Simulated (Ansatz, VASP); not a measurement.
Two plane-wave programs on Tl

File INCAR:

```
PREC = Accurate
ENCUT = 520
EDIFF = 1E-7
ISMEAR = 0
SIGMA = 0.15
LREAL = F
LASPH = T
NELM = 100
ALGO = Fast
ISIF = 2
LWAVE = F
LCHARG = F
GGA = PS
NBANDS = 20
```

File KPOINTS:

```
regular mesh
0
Gamma
  18 18 10
```

File POSCAR:

```
Tl
1.0
    3.3177584223      0.0000000000      0.0000000000
   -1.6588792112      2.8732630773      0.0000000000
    0.0000000000      0.0000000000      5.7460000000
Tl
2
Direct
    0.3333333333      0.6666666667      0.2500000000
    0.6666666667      0.3333333333      0.7500000000
```

Input for Ansatz:

```yaml
crystal:
  lattice:
    - [3.3177584223, 0.0, 0.0]
    - [-1.6588792112, 2.8732630773, 0.0]
    - [0.0, 0.0, 5.746]
  atoms:
    - { symbol: Tl, position: [0.3333333333, 0.6666666667, 0.25] }
    - { symbol: Tl, position: [0.6666666667, 0.3333333333, 0.75] }
basis:
  ecutwfc: 420
kpoints:
  mp_grid: { grid: [18, 18, 10] }
hamiltonian:
  xc: pbesol
scf:
  occupations: { method: gaussian, width: 0.15 }
output:
  forces: true
  stress: true
  eigenvalues: true
  write_density: true
  write_potential: true
  elf: true
  volumetric_format: npy
```

Change from the starting cell: strain -0.040 along x and y, +0.040 along z, atoms carried along.

Alike in both runs: task single point; functional PBEsol; k mesh 18 × 18 × 10; occupations gaussian, width 0.15 eV; no spin polarisation.

|  | VASP | Ansatz |
| --- | --- | --- |
| version | VASP 6.6.1 | Ansatz 0.2.0 |
| potentials or method | VASP PAW PBE potentials, release 64 (Tl_d), cutoff 520 eV | scalar-relativistic, plane waves, PAW |
| valence electrons in the cell | 26 | 26 |

```tsv
	VASP	Ansatz	Ansatz less VASP
gap on the k mesh at the Fermi level (eV)	none	none	-
pressure (GPa)	1.7	1.8	+0.06
traceless stress, the component that is largest in VASP (GPa)	-1.51	-1.51	+0.004
```

VASP's potentials were made for PBE, not for PBEsol. A gap of «none» marks a metal or a gap that the smearing closes. The functional is the same, so the differences come from potentials, cutoffs and numerics.

Spin-orbit coupling is off throughout.
